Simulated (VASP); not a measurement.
# BaS (I4/mmm) in VASP: single point with r2SCAN

Aim: the single point of BaS with r2SCAN.

All numbers are computed with VASP 6.6.1; they aren't measurements. Logs are shortened: lines on timing, memory, paths and dates and some standing lists are left out, and cuts for length are marked.

## (1) The cell of the first run

It takes space group I4/mmm (No. 139, tetragonal). Conventional cell: a = 4.395 Å, b = 4.395 Å, c = 6.424 Å, α = 90.00°, β = 90.00°, γ = 90.00°. Ba (site symmetry 4/mmm) has 6 S at 3.11 to 3.21 Å within 4.1 Å. Within 4.1 Å of S (site symmetry 4/mmm) lie 6 Ba at 3.11 to 3.21 Å.

## (2) Single point, r2SCAN (biaxial xy strain -3.2%)

File POSCAR:

```
BaS
1.0
    0.0000000000      3.1078440447      3.2119099263
    3.1078440447      0.0000000000      3.2119099263
    3.1078440447      3.1078440447      0.0000000000
Ba S
1 1
Direct
    0.0000000000      0.0000000000      0.0000000000
    0.5000000000      0.5000000000      0.5000000000
```

File INCAR.step1:

```
SYSTEM = BaS
  PREC = Accurate
  ENCUT = 520
  ISMEAR = 0
  SIGMA = 0.01
  LREAL = .FALSE.
  LASPH = .TRUE.
  NELM = 80
  NBANDS = 15
  GGA = PE
  ALGO = Normal
  EDIFF = 1E-4
  LWAVE = .TRUE.
  LCHARG = .FALSE.
```

File INCAR.step2:

```
SYSTEM = BaS
  PREC = Accurate
  ENCUT = 520
  EDIFF = 1E-7
  ISMEAR = 0
  SIGMA = 0.01
  LREAL = .FALSE.
  LASPH = .TRUE.
  NELM = 80
  ALGO = Normal
  ISIF = 2
  LWAVE = .FALSE.
  LCHARG = .FALSE.
  METAGGA = R2SCAN
  LMIXTAU = .TRUE.
  NBANDS = 15
  ISTART = 1
```

File KPOINTS:

```
regular mesh
0
G
  8 8 8
  0 0 0
```

Potentials or basis: VASP PAW PBE potentials, release 64 (Ba_sv, S).

Started as:

```bash
$ cat potpaw_PBE.64/Ba_sv/POTCAR potpaw_PBE.64/S/POTCAR > POTCAR
$ cp INCAR.step1 INCAR
$ mpirun -np 1 vasp_std > vasp.out
$ cp INCAR.step2 INCAR
$ mpirun -np 1 vasp_std > vasp.out
```

OUTCAR:

```text
SYSTEM = BaS
   PREC = Accurate
   ENCUT = 520
   EDIFF = 1E-7
   ISMEAR = 0
   LREAL = .FALSE.
   LASPH = .TRUE.
   NELM = 80
   ISIF = 2
   METAGGA = R2SCAN
   ISTART = 1

 ion  position               nearest neighbor table
   1  0.000  0.000  0.000-   2 3.11   2 3.11   2 3.11   2 3.11   2 3.21   2 3.21
   2  0.500  0.500  0.500-   1 3.11   1 3.11   1 3.11   1 3.11   1 3.21   1 3.21

  LATTYP: Found a body centered tetragonal cell.
 ALAT       =     4.3951551978
 C/A-ratio  =     1.4615683778

  Lattice vectors:

 A1 = (  -3.1078440447,   0.0000000000,   3.2119099263)
 A2 = (   3.1078440447,   0.0000000000,   3.2119099263)
 A3 = (   0.0000000000,   3.1078440447,  -3.2119099263)

Analysis of symmetry for initial positions (statically):
=====================================================================
 Subroutine PRICEL returns:
 Original cell was already a primitive cell.

 Routine SETGRP: Setting up the symmetry group for a
 body centered tetragonal supercell.

 Subroutine GETGRP returns: Found 16 space group operations
 (whereof 16 operations were pure point group operations)
 out of a pool of 16 trial point group operations.

The static configuration has the point symmetry D_4h.

Analysis of symmetry for dynamics (positions and initial velocities):
=====================================================================
 Subroutine PRICEL returns:
 Original cell was already a primitive cell.

 Routine SETGRP: Setting up the symmetry group for a
 body centered tetragonal supercell.

 Subroutine GETGRP returns: Found 16 space group operations
 (whereof 16 operations were pure point group operations)
 out of a pool of 16 trial point group operations.

The dynamic configuration has the point symmetry D_4h.

 Subroutine INISYM returns: Found 16 space group operations
 (whereof 16 operations are pure point group operations),
 and found     1 'primitive' translations

----------------------------------------------------------------------------------------

                                     Primitive cell

  volume of cell :      62.0457

  direct lattice vectors                    reciprocal lattice vectors
     0.000000000  3.107844045  3.211909926    -0.160883234  0.160883234  0.155670617
     3.107844045  0.000000000  3.211909926     0.160883234 -0.160883234  0.155670617
     3.107844045  3.107844045  0.000000000     0.160883234  0.160883234 -0.155670617

  length of vectors
     4.469346706  4.469346706  4.395155198     0.275681285  0.275681285  0.275681285

  position of ions in fractional coordinates (direct lattice)
     0.000000000  0.000000000  0.000000000
     0.500000000  0.500000000  0.500000000

  ion indices of the primitive-cell ions
   primitive index   ion index
                 1           1
                 2           2

----------------------------------------------------------------------------------------

 KPOINTS: regular mesh

Automatic generation of k-mesh.
 Grid dimensions read from file:
 generate k-points for:    8    8    8

 Generating k-lattice:

  Cartesian coordinates                     Fractional coordinates (reciprocal lattice)
    -0.020110404  0.020110404  0.019458827     0.125000000  0.000000000  0.000000000
     0.020110404 -0.020110404  0.019458827     0.000000000  0.125000000  0.000000000
     0.020110404  0.020110404 -0.019458827    -0.000000000 -0.000000000  0.125000000

  Length of vectors
     0.034460161  0.034460161  0.034460161

  Shift w.r.t. Gamma in fractional coordinates (k-lattice)
     0.000000000  0.000000000  0.000000000

 Subroutine IBZKPT returns following result:
 ===========================================

 Found     59 irreducible k-points:

 Following reciprocal coordinates:
            Coordinates               Weight
  0.000000  0.000000  0.000000      1.000000
  0.125000  0.000000  0.000000      8.000000
  0.250000  0.000000  0.000000      8.000000
  0.375000  0.000000  0.000000      8.000000
  0.500000  0.000000  0.000000      4.000000
  0.125000  0.125000  0.000000      2.000000
[... 16 lines left out ...]
  0.250000  0.000000  0.125000     16.000000
  0.375000  0.000000  0.125000     16.000000
 [... further k-points ...]
   k-points           NKPTS =     59   k-points in BZ     NKDIM =     59   number of bands    NBANDS=     15
   number of dos      NEDOS =    301   number of ions     NIONS =      2
   total plane-waves  NPLWV =  46656
   dimension x,y,z NGX =    36 NGY =   36 NGZ =   36
   dimension x,y,z NGXF=    72 NGYF=   72 NGZF=   72
   ions per type =               1   1
   NGX,Y,Z   is equivalent  to a cutoff of  13.39, 13.39, 13.62 a.u.
   NGXF,Y,Z  is equivalent  to a cutoff of  26.78, 26.78, 27.23 a.u.
 SYSTEM =  BaS
   PREC   = accura    normal or accurate (medium, high low for compatibility)
   ISTART =      1    job   : 0-new  1-cont  2-samecut
   ICHARG =      0    charge: 1-file 2-atom 10-const
   ISPIN  =      1    spin polarized calculation?
   LNONCOLLINEAR =      F non collinear calculations
   LSORBIT =      F    spin-orbit coupling
   LASPH  =      T    aspherical Exc in radial PAW
   ENCUT  =  520.0 eV  38.22 Ry    6.18 a.u.   8.31  8.31  8.17*2*pi/ulx,y,z
   NELM   =     80;   NELMIN=  2; NELMDL=  0     # of ELM steps
   EDIFF  = 0.1E-06   stopping-criterion for ELM
   LREAL  =      F    real-space projection
   EDIFFG = 0.1E-05   stopping-criterion for IOM
   NSW    =      0    number of steps for IOM
   IBRION =     -1    ionic relax: 0-MD 1-quasi-New 2-CG
   NFREE  =      0    steps in history (QN), initial steepest desc. (CG)
   ISIF   =      2    stress and relaxation
   ISYM   =      2    0-nonsym 1-usesym 2-fastsym
   POTIM  = 0.5000    time-step for ionic-motion
   TEBEG  =    0.0;   TEEND  =   0.0 temperature during run
   PSTRESS=    0.0 pullay stress
   NELECT =      16.0000    total number of electrons
   NUPDOWN=      -1.0000    fix difference up-down
   EMIN   =  10.00;   EMAX   =-10.00  energy-range for DOS
   EFERMI =   0.00;   METHOD = LEGACY
   ISMEAR =     0;   SIGMA  =   0.01  broadening in eV -4-tet -1-fermi 0-gaus
   EFERMI_NEDOS =   21; number of points for ismear=-14 and -15
   IALGO  =     38    algorithm
   IMIX   =      4    mixing-type and parameters
     AMIX     =   0.40;   BMIX     =  1.00
     AMIX_MAG =   1.60;   BMIX_MAG =  1.00
  volume/ion in A,a.u.               =      31.02       209.35
  Fermi-wavevector in a.u.,A,eV,Ry     =   1.042024  1.969139 14.773386  1.085813
  Thomas-Fermi vector in A             =   2.176670
   LORBIT       =      0    0 simple, 1 ext, 2 COOP (PROOUT), +10 PAW based schemes
   METAGGA = R2SCAN    functional components
   LHFCALC =     F    Hartree Fock is set to
   AEXX    =    0.0000 exact exchange contribution
   IVDW    =     0    specifies the selected vdW correction
   LEPSILON=     F    determine dielectric tensor
   LRPA    =     F    only Hartree local field effects (RPA)
 non-spin polarized calculation
 Gauss-broadening in eV      SIGMA  =   0.01
  energy-cutoff  :      520.00
  volume of cell :       62.05
 maximum number of plane-waves:      1692
 NGX is ok and might be reduce to    36
   NGX = 17   NGY = 17   NGZ = 17

 number of electron      15.9999998 magnetization

 Free energy of the ion-electron system (eV)
  ---------------------------------------------------
  ext. energy  EPLUGINS =         0.00000000
  ---------------------------------------------------
  free energy    TOTEN  =       -39.12893145 eV

  energy without entropy =      -39.12893145  energy(sigma->0) =      -39.12893145

 E-fermi :   1.6132     XC(G=0):  -9.2966

 val. band max:        1.5293478378   @ k =   0.0000   0.0000   0.0000
 cond. band min:       3.8488893374   @ k =   0.5000   0.0000   0.5000
 fundamental gap:      2.3195414996
 Fermi energy:         1.6131623499

 k-point     1 :       0.0000    0.0000    0.0000
  band No.  band energies     occupation
      1     -25.1725      2.00000
      2      -9.8016      2.00000
      3      -9.8016      2.00000
      4      -9.7982      2.00000
      5      -9.3944      2.00000
      6       1.4003      2.00000
      7       1.5293      2.00000
      8       1.5293      2.00000
      9       5.6305      0.00000
     10       5.8750      0.00000
     11       5.8750      0.00000
     12       5.8774      0.00000
     13       6.8786      0.00000
     14       6.9787      0.00000
     15      10.7820      0.00000

 k-point     2 :       0.1250    0.0000    0.0000
  band No.  band energies     occupation
      1     -25.1637      2.00000
      2     -10.2771      2.00000
      3      -9.8082      2.00000
      4      -9.8044      2.00000
      5      -8.9024      2.00000
      6       1.0640      2.00000
      7       1.2381      2.00000
      8       1.2894      2.00000
      9       5.7777      0.00000
     10       6.0157      0.00000
     11       6.1195      0.00000
     12       6.4476      0.00000
     13       7.3794      0.00000
     14       7.4993      0.00000
     15      11.4687      0.00000

 k-point     3 :       0.2500    0.0000    0.0000
  band No.  band energies     occupation
      1     -25.1423      2.00000
      2     -10.8056      2.00000
      3      -9.8299      2.00000
      4      -9.8112      2.00000
      5      -8.3333      2.00000
      6       0.3054      2.00000
      7       0.7896      2.00000
      8       0.8134      2.00000
      9       6.0587      0.00000
     10       6.7273      0.00000
     11       6.8092      0.00000
     12       7.6589      0.00000
     13       8.6136      0.00000
     14       8.8043      0.00000
     15      12.9092      0.00000
[... 343 lines left out ...]
 k-point    23 :       0.2500    0.0000    0.1250
  band No.  band energies     occupation
      1     -25.1429      2.00000
      2     -10.6917      2.00000
      3      -9.8682      2.00000
      4      -9.8485      2.00000
      5      -8.4334      2.00000
      6       0.2256      2.00000
      7       1.0325      2.00000
      8       1.1653      2.00000
      9       5.3110      0.00000
     10       6.8472      0.00000
     11       7.0279      0.00000
     12       7.2244      0.00000
     13       7.7297      0.00000
     14       9.7402      0.00000
     15      12.9315      0.00000

 k-point    24 :       0.3750    0.0000    0.1250
  band No.  band energies     occupation
      1     -25.1215      2.00000
      2     -11.0229      2.00000
      3      -9.8870      2.00000
      4      -9.8643      2.00000
      5      -8.1185      2.00000
      6      -0.1141      2.00000
      7       0.5829      2.00000
      8       0.7464      2.00000
      9       5.7558      0.00000
     10       7.9028      0.00000
     11       8.0358      0.00000
     12       8.1606      0.00000
     13       8.9947      0.00000
     14      10.6590      0.00000
     15      12.5746      0.00000

 [... further k-points ...]

------------------------ aborting loop because EDIFF is reached ----------------------------------------

  FORCE on cell =-STRESS in cart. coord.  units (eV):
  Direction    XX          YY          ZZ          XY          YZ          ZX
  --------------------------------------------------------------------------------------
  -------------------------------------------------------------------------------------
  Total        2.1565016      2.1565016      0.6826838      0.0000000      0.0000000      0.0000000
  in kB       55.6863266     55.6863266     17.6286243      0.0000000      0.0000000      0.0000000
  external PRESSURE =      43.0004259 kB  Pullay stress =       0.0000000 kB

 VOLUME and BASIS-vectors are now :
 -----------------------------------------------------------------------------
  energy-cutoff  :      520.00
  volume of cell :       62.05
      direct lattice vectors                 reciprocal lattice vectors
     0.000000000  3.107844045  3.211909926    -0.160883234  0.160883234  0.155670617
     3.107844045  0.000000000  3.211909926     0.160883234 -0.160883234  0.155670617
     3.107844045  3.107844045  0.000000000     0.160883234  0.160883234 -0.155670617

 POSITION                                       TOTAL-FORCE (eV/Angst)
 -----------------------------------------------------------------------------------
      0.00000      0.00000      0.00000         0.000000     -0.000000      0.000000
      3.10784      3.10784      3.21191        -0.000000      0.000000      0.000000
 -----------------------------------------------------------------------------------
    total drift:                                0.000000      0.000000      0.000000

  FREE ENERGIE OF THE ION-ELECTRON SYSTEM (eV)
  ---------------------------------------------------
  free  energy   TOTEN  =       -39.1289314521 eV

  energy  without entropy=      -39.1289314521  energy(sigma->0) =      -39.12893145
```

It took 4.8 min on 1 thread of AMD EPYC 7R43 (Zen 3), shared host; peak memory 0.22 GiB.

Results:

```yaml
Free_energy: -39.1289 eV
Pressure: 4.3 GPa
Band_gap_on_the_k_mesh: 2.32 eV (least direct gap 2.41 eV)
```

Levels at points of the mesh, in eV from the valence-band top:
| k point | band 4 | band 5 | band 6 | band 7 | band 8 | band 9 | band 10 | band 11 | band 12 | band 13 |
| --- | --- | --- | --- | --- | --- | --- | --- | --- | --- | --- |
| (0.00, 0.00, 0.00) | -11.33 | -10.92 | -0.13 | 0.00 | 0.00 | 4.10 | 4.35 | 4.35 | 4.35 | 5.35 |
| (0.50, 0.00, 0.00) | -11.35 | -9.31 | -2.07 | -1.24 | -1.23 | 6.16 | 6.24 | 6.96 | 7.06 | 9.59 |
| (0.50, 0.50, 0.00) | -11.54 | -10.85 | -0.63 | -0.10 | -0.10 | 2.35 | 6.54 | 7.00 | 8.28 | 8.28 |
| (0.50, 0.00, 0.50) | -11.55 | -10.85 | -0.43 | -0.25 | -0.09 | 2.32 | 6.53 | 7.10 | 8.07 | 8.42 |

Caveat: the cell differs from its parent crystal (biaxial xy strain -3.2%); the cell stands under pressure; the PAW data sets were made with another functional, which shifts forces and pressure a little; spin-orbit coupling is left out, which moves the levels of the heavy elements.
